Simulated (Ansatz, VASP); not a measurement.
Ti: VASP beside Ansatz

```
Ti
1.0
     0.00000    2.09090    1.96910
     2.09090    0.00000    1.96910
     2.09090    2.09090    0.00000
Ti
1
Cartesian
  0.0000 0.0000 0.0000
```

Change from the starting cell: strain +0.030 along x and y, -0.030 along z, atoms carried along.

Alike in both runs: task single point; functional PBEsol; k mesh 20 × 20 × 20; occupations gaussian, width 0.15 eV; no spin polarisation.

|  | VASP | Ansatz |
| --- | --- | --- |
| version | VASP 6.6.1 | Ansatz 0.2.0 |
| potentials or method | VASP PAW PBE potentials, release 64 (Ti_sv), cutoff 520 eV | scalar-relativistic, plane waves, PAW |
| valence electrons in the cell | 12 | 12 |

Ansatz gave:

* gap on the k mesh at the Fermi level (eV): none
* pressure (GPa): -3.4
* traceless stress, the component that is largest in VASP (GPa): 1.29

What did VASP give for the same quantities?

gap on the k mesh at the Fermi level (eV): none; pressure (GPa): -3.6; traceless stress, the component that is largest in VASP (GPa): 1.29.

VASP's potentials were made for PBE, not for PBEsol. A gap of «none» marks a metal or a gap that the smearing closes.
